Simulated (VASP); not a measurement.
# NdHf in VASP: a series of runs

The runs below take NdHf through single point, with PBE.

All numbers are computed with VASP 6.6.1; they aren't measurements. Logs are shortened: lines on timing, memory, paths and dates and some standing lists are left out, and cuts for length are marked.

## 1. The cell of the first run

The typed cell holds 2 atoms: a = 3.402 Å, b = 3.402 Å, c = 5.517 Å, α = 90.00°, β = 90.00°, γ = 120.00°.

## 2. Single point, PBE

INCAR

```
PREC = Accurate
ENCUT = 520
EDIFF = 1E-6
ISMEAR = 0
SIGMA = 0.2
LREAL = False
LASPH = True
NELM = 100
ALGO = Normal
ISIF = 2
LWAVE = False
LCHARG = False
GGA = PE
NBANDS = 19
```

KPOINTS

```
regular mesh
0
Gamma
  7 7 3
```

POSCAR

```
NdHf
1.0
    3.4024642523      0.0000000030      0.0000000000
   -1.7012321288      2.9466204765      0.0000000000
    0.0000000000      0.0000000000      5.5169029453
Nd Hf
1 1
Direct
    0.0000000000      0.0000000000      0.6712738942
    0.6666666667      0.3333333333      0.1720270158
```

Potentials or basis: VASP PAW PBE potentials, release 64 (Nd, Hf_pv).

Command:

```
cat potpaw_PBE.64/Nd/POTCAR potpaw_PBE.64/Hf_pv/POTCAR > POTCAR
mpirun -np 1 vasp_std > vasp.out
```

OUTCAR:

```text
PREC = Accurate
   ENCUT = 520
   EDIFF = 1E-6
   ISMEAR = 0
   LREAL = False
   LASPH = True
   NELM = 100
   ISIF = 2
   GGA = PE

 ion  position               nearest neighbor table
   1  0.000  0.000  0.671-   2 3.38   2 3.38   2 3.38   2 3.39   2 3.39   2 3.39
   2  0.667  0.333  0.172-   1 3.38   1 3.38   1 3.38   1 3.39   1 3.39   1 3.39

  LATTYP: Found a hexagonal cell.
 ALAT       =     3.4024642523
 C/A-ratio  =     1.6214433235

  Lattice vectors:

 A1 = (   3.4024642523,   0.0000000030,   0.0000000000)
 A2 = (  -1.7012321288,   2.9466204765,   0.0000000000)
 A3 = (   0.0000000000,   0.0000000000,   5.5169029453)

Analysis of symmetry for initial positions (statically):
=====================================================================
 Subroutine PRICEL returns:
 Original cell was already a primitive cell.

 Routine SETGRP: Setting up the symmetry group for a
 hexagonal supercell.

 Subroutine GETGRP returns: Found  6 space group operations
 (whereof  6 operations were pure point group operations)
 out of a pool of 24 trial point group operations.

The static configuration has the point symmetry C_3v.

Analysis of symmetry for dynamics (positions and initial velocities):
=====================================================================
 Subroutine PRICEL returns:
 Original cell was already a primitive cell.

 Routine SETGRP: Setting up the symmetry group for a
 hexagonal supercell.

 Subroutine GETGRP returns: Found  6 space group operations
 (whereof  6 operations were pure point group operations)
 out of a pool of 24 trial point group operations.

The dynamic configuration has the point symmetry C_3v.

 Subroutine INISYM returns: Found  6 space group operations
 (whereof  6 operations are pure point group operations),
 and found     1 'primitive' translations

----------------------------------------------------------------------------------------

                                     Primitive cell

  volume of cell :      55.3112

  direct lattice vectors                    reciprocal lattice vectors
     3.402464252  0.000000003  0.000000000     0.293904631  0.169685918  0.000000000
    -1.701232129  2.946620477  0.000000000    -0.000000000  0.339371835  0.000000000
     0.000000000  0.000000000  5.516902945     0.000000000  0.000000000  0.181261119

  length of vectors
     3.402464252  3.402464252  5.516902945     0.339371835  0.339371835  0.181261119

  position of ions in fractional coordinates (direct lattice)
     0.000000000  0.000000000  0.671273894
     0.666666667  0.333333333  0.172027016

  ion indices of the primitive-cell ions
   primitive index   ion index
                 1           1
                 2           2

----------------------------------------------------------------------------------------

 KPOINTS: regular mesh

Automatic generation of k-mesh.
 Grid dimensions read from file:
 generate k-points for:    7    7    3

 Generating k-lattice:

  Cartesian coordinates                     Fractional coordinates (reciprocal lattice)
     0.041986376  0.024240845  0.000000000     0.142857143  0.000000000  0.000000000
    -0.000000000  0.048481691  0.000000000     0.000000000  0.142857143  0.000000000
     0.000000000  0.000000000  0.060420373     0.000000000  0.000000000  0.333333333

  Length of vectors
     0.048481691  0.048481691  0.060420373

  Shift w.r.t. Gamma in fractional coordinates (k-lattice)
     0.000000000  0.000000000  0.000000000

 Subroutine IBZKPT returns following result:
 ===========================================

 Found     20 irreducible k-points:

 Following reciprocal coordinates:
            Coordinates               Weight
  0.000000  0.000000  0.000000      1.000000
  0.142857  0.000000  0.000000      6.000000
  0.285714  0.000000  0.000000      6.000000
  0.428571  0.000000  0.000000      6.000000
  0.142857  0.142857  0.000000      6.000000
  0.285714  0.142857  0.000000     12.000000
[... 12 lines left out ...]
  0.428571  0.142857  0.333333     12.000000
  0.285714  0.285714  0.333333     12.000000
   k-points           NKPTS =     20   k-points in BZ     NKDIM =     20   number of bands    NBANDS=     19
   number of dos      NEDOS =    301   number of ions     NIONS =      2
   total plane-waves  NPLWV =  32928
   dimension x,y,z NGX =    28 NGY =   28 NGZ =   42
   dimension x,y,z NGXF=    56 NGYF=   56 NGZF=   84
   ions per type =               1   1
   NGX,Y,Z   is equivalent  to a cutoff of  13.68, 13.68, 12.66 a.u.
   NGXF,Y,Z  is equivalent  to a cutoff of  27.36, 27.36, 25.31 a.u.
 SYSTEM =  unknown system
   PREC   = accura    normal or accurate (medium, high low for compatibility)
   ISTART =      0    job   : 0-new  1-cont  2-samecut
   ICHARG =      2    charge: 1-file 2-atom 10-const
   ISPIN  =      1    spin polarized calculation?
   LNONCOLLINEAR =      F non collinear calculations
   LSORBIT =      F    spin-orbit coupling
   LASPH  =      T    aspherical Exc in radial PAW
   ENCUT  =  520.0 eV  38.22 Ry    6.18 a.u.   6.33  6.33 10.26*2*pi/ulx,y,z
   NELM   =    100;   NELMIN=  2; NELMDL= -5     # of ELM steps
   EDIFF  = 0.1E-05   stopping-criterion for ELM
   LREAL  =      F    real-space projection
   EDIFFG = 0.1E-04   stopping-criterion for IOM
   NSW    =      0    number of steps for IOM
   IBRION =     -1    ionic relax: 0-MD 1-quasi-New 2-CG
   NFREE  =      0    steps in history (QN), initial steepest desc. (CG)
   ISIF   =      2    stress and relaxation
   ISYM   =      2    0-nonsym 1-usesym 2-fastsym
   POTIM  = 0.5000    time-step for ionic-motion
   TEBEG  =    0.0;   TEEND  =   0.0 temperature during run
   PSTRESS=    0.0 pullay stress
   NELECT =      24.0000    total number of electrons
   NUPDOWN=      -1.0000    fix difference up-down
   EMIN   =  10.00;   EMAX   =-10.00  energy-range for DOS
   EFERMI =   0.00;   METHOD = LEGACY
   ISMEAR =     0;   SIGMA  =   0.20  broadening in eV -4-tet -1-fermi 0-gaus
   EFERMI_NEDOS =   21; number of points for ismear=-14 and -15
   IALGO  =     38    algorithm
   IMIX   =      4    mixing-type and parameters
     AMIX     =   0.40;   BMIX     =  1.00
     AMIX_MAG =   1.60;   BMIX_MAG =  1.00
  volume/ion in A,a.u.               =      27.66       186.63
  Fermi-wavevector in a.u.,A,eV,Ry     =   1.239389  2.342105 20.899697  1.536084
  Thomas-Fermi vector in A             =   2.373874
   LORBIT       =      0    0 simple, 1 ext, 2 COOP (PROOUT), +10 PAW based schemes
   GGA     = PE    functional components
   LHFCALC =     F    Hartree Fock is set to
   AEXX    =    0.0000 exact exchange contribution
   IVDW    =     0    specifies the selected vdW correction
   LEPSILON=     F    determine dielectric tensor
   LRPA    =     F    only Hartree local field effects (RPA)
 non-spin polarized calculation
 Gauss-broadening in eV      SIGMA  =   0.20
  energy-cutoff  :      520.00
  volume of cell :       55.31
 maximum number of plane-waves:      1499
 NGX is ok and might be reduce to    28
   NGX = 13   NGY = 13   NGZ = 21

 number of electron      24.0000001 magnetization

 Free energy of the ion-electron system (eV)
  ---------------------------------------------------
  ext. energy  EPLUGINS =         0.00000000
  ---------------------------------------------------
  free energy    TOTEN  =       -14.64260308 eV

  energy without entropy =      -14.32834715  energy(sigma->0) =      -14.48547511

 E-fermi :   4.7215     XC(G=0): -10.6608

 val. band max:        4.7184985119   @ k =   0.0000   0.2857   0.3333
 cond. band min:       4.7323127822   @ k =   0.1429   0.1429   0.0000
 fundamental gap:      0.0138142704
 Fermi energy:         4.7214564549

 k-point     1 :       0.0000    0.0000    0.0000
  band No.  band energies     occupation
      1     -32.1114      2.00000
      2     -26.2439      2.00000
      3     -26.0170      2.00000
      4     -26.0170      2.00000
      5     -13.4210      2.00000
      6     -12.5615      2.00000
[... 11 lines left out ...]
     18       6.2608      0.00000
     19       6.4733      0.00000

 k-point     2 :       0.1429    0.0000    0.0000
  band No.  band energies     occupation
      1     -32.0737      2.00000
      2     -26.2355      2.00000
      3     -26.0719      2.00000
      4     -26.0303      2.00000
      5     -13.3760      2.00000
      6     -12.8923      2.00000
[... 11 lines left out ...]
     18       5.8674      0.00000
     19       6.7379      0.00000

 k-point     3 :       0.2857    0.0000    0.0000
  band No.  band energies     occupation
      1     -31.9874      2.00000
      2     -26.2165      2.00000
      3     -26.1932      2.00000
      4     -26.0599      2.00000
      5     -13.5711      2.00000
      6     -13.2719      2.00000
[... 11 lines left out ...]
     18       5.2857      0.00007
     19       6.4423      0.00000

 k-point     4 :       0.4286    0.0000    0.0000
  band No.  band energies     occupation
      1     -31.9166      2.00000
      2     -26.2885      2.00000
      3     -26.2012      2.00000
      4     -26.0835      2.00000
      5     -14.0658      2.00000
      6     -13.1855      2.00000
[... 11 lines left out ...]
     18       5.3356      0.00001
     19       6.1440      0.00000

 k-point     5 :       0.1429    0.1429    0.0000
  band No.  band energies     occupation
      1     -32.0116      2.00000
      2     -26.2218      2.00000
      3     -26.1521      2.00000
      4     -26.0596      2.00000
      5     -13.3452      2.00000
      6     -13.3011      2.00000
[... 11 lines left out ...]
     18       5.1986      0.00074
     19       6.4810      0.00000
[... 246 lines left out ...]
      2     -26.2467      2.00000
      3     -26.2034      2.00000
      4     -26.1019      2.00000
      5     -13.8269      2.00000
      6     -13.2082      2.00000
[... 11 lines left out ...]
     18       5.4582      0.00000
     19       5.8158      0.00000

 k-point    18 :      -0.1429    0.4286    0.3333
  band No.  band energies     occupation
      1     -31.9326      2.00000
      2     -26.2467      2.00000
      3     -26.2034      2.00000
      4     -26.1019      2.00000
      5     -13.8269      2.00000
      6     -13.2082      2.00000
[... 11 lines left out ...]
     18       5.4592      0.00000
     19       5.8160      0.00000

 k-point    19 :       0.4286    0.1429    0.3333
  band No.  band energies     occupation
      1     -31.8964      2.00000
      2     -26.2871      2.00000
      3     -26.1976      2.00000
      4     -26.1212      2.00000
      5     -14.0324      2.00000
      6     -13.1538      2.00000
[... 11 lines left out ...]
     18       5.3071      0.00003
     19       5.7401      0.00000

 k-point    20 :       0.2857    0.2857    0.3333
  band No.  band energies     occupation
      1     -31.8875      2.00000
      2     -26.2489      2.00000
      3     -26.1961      2.00000
      4     -26.1752      2.00000
      5     -13.8351      2.00000
      6     -13.4421      2.00000
[... 11 lines left out ...]
     18       5.3651      0.00001
     19       5.5573      0.00000

------------------------ aborting loop because EDIFF is reached ----------------------------------------

  FORCE on cell =-STRESS in cart. coord.  units (eV):
  Direction    XX          YY          ZZ          XY          YZ          ZX
  --------------------------------------------------------------------------------------
  -------------------------------------------------------------------------------------
  Total       -2.7165079     -2.7165079     -1.8317679      0.0000000      0.0000000      0.0000000
  in kB      -78.6879881    -78.6879881    -53.0600798      0.0000000      0.0000000      0.0000000
  external PRESSURE =     -70.1453520 kB  Pullay stress =       0.0000000 kB

 VOLUME and BASIS-vectors are now :
 -----------------------------------------------------------------------------
  energy-cutoff  :      520.00
  volume of cell :       55.31
      direct lattice vectors                 reciprocal lattice vectors
     3.402464252  0.000000003  0.000000000     0.293904631  0.169685918  0.000000000
    -1.701232129  2.946620477  0.000000000    -0.000000000  0.339371835  0.000000000
     0.000000000  0.000000000  5.516902945     0.000000000  0.000000000  0.181261119

 POSITION                                       TOTAL-FORCE (eV/Angst)
 -----------------------------------------------------------------------------------
      0.00000      0.00000      3.70335        -0.000000      0.000000      0.012030
      1.70123      0.98221      0.94906         0.000000     -0.000000     -0.012030
 -----------------------------------------------------------------------------------
    total drift:                               -0.000000      0.000000      0.000024

  FREE ENERGIE OF THE ION-ELECTRON SYSTEM (eV)
  ---------------------------------------------------
  free  energy   TOTEN  =       -14.6426030761 eV

  energy  without entropy=      -14.3283471529  energy(sigma->0) =      -14.48547511
```

Run time: 57 s. Hardware: 1 thread of AMD EPYC 7R13 (Zen 3), shared host; peak memory 0.16 GiB.

What came out:

```
Free energy            : -14.6426 eV
Pressure               : -7.0 GPa
Largest force          : 0.012 eV/Å
Band gap on the k mesh : zero (band 12 reaches 4.85 eV, above the bottom of band 13 at 4.73 eV)
```

Forces on the atoms (eV/Å):
```
Nd   0.000  0.000  0.012
Hf   0.000  0.000 -0.012
```

Levels at points of the mesh, in eV from the Fermi level:
| k point | band 9 | band 10 | band 11 | band 12 | band 13 | band 14 | band 15 | band 16 |
| --- | --- | --- | --- | --- | --- | --- | --- | --- |
| (0.00, 0.00, 0.00) | -2.07 | -0.23 | -0.04 | 0.10 | 0.10 | 0.24 | 0.24 | 0.54 |

Caveat: the k points lie up to 0.38 Å⁻¹ apart; spin-orbit coupling is left out, which moves the levels of the heavy elements; without U or exact exchange the open f shell lies at the Fermi level, which spoils levels, moments and volumes. Spin polarisation is off, so any magnetic state and its effect on volume and gap are missing.

## 3. Single point, PBE

This run uses another cell than the first one, of 27.52 Å³/atom, 0.995 times its volume.

INCAR

```
PREC = Accurate
ENCUT = 520
EDIFF = 1E-6
ISMEAR = 0
SIGMA = 0.2
LREAL = F
LASPH = T
NELM = 100
ALGO = Normal
ISIF = 2
LWAVE = F
LCHARG = F
GGA = PE
NBANDS = 19
```

KPOINTS

```
regular mesh
0
Gamma
  7 7 4
```

POSCAR

```
NdHf
1.0
    3.3850055129      0.0000000000      0.0000000000
   -1.6925027565      2.9315007661      0.0000000000
    0.0000000000      0.0000000000      5.5469692178
Nd Hf
1 1
Direct
    0.0000000000      0.0000000000      0.5000000000
    0.6666666667      0.3333333333      0.0000000000
```

Potentials or basis: VASP PAW PBE potentials, release 64 (Nd, Hf_pv).

Command:

```
cat potpaw_PBE.64/Nd/POTCAR potpaw_PBE.64/Hf_pv/POTCAR > POTCAR
mpirun -np 1 vasp_std > vasp.out
```

Run time: 81 s. Hardware: 1 thread of AMD EPYC 7R13 (Zen 3), shared host; peak memory 0.17 GiB.

The run converged. Its results:

```yaml
Free_energy: -14.6613 eV
Pressure: -7.0 GPa
Band_gap_on_the_k_mesh: zero (band 12 reaches 4.90 eV, above the bottom of band 13 at 4.76 eV)
```

Stress tensor (GPa, compression positive):
```
-7.77  0.00  0.00
 0.00 -7.77  0.00
 0.00  0.00 -5.60
```

Levels at points of the mesh, in eV from the Fermi level:
| k point | band 8 | band 9 | band 10 | band 11 | band 12 | band 13 | band 14 | band 15 | band 16 | band 17 |
| --- | --- | --- | --- | --- | --- | --- | --- | --- | --- | --- |
| (0.00, 0.00, 0.00) | -5.51 | -2.07 | -0.24 | -0.04 | 0.10 | 0.10 | 0.24 | 0.24 | 0.60 | 1.55 |
| (0.00, 0.00, 0.50) | -4.40 | -2.43 | -0.29 | -0.22 | 0.14 | 0.14 | 0.29 | 0.29 | 0.55 | 0.70 |

Caveat: spin-orbit coupling is left out, which moves the levels of the heavy elements; without U or exact exchange the open f shell lies at the Fermi level, which spoils levels, moments and volumes. Spin polarisation is off, so any magnetic state and its effect on volume and gap are missing.
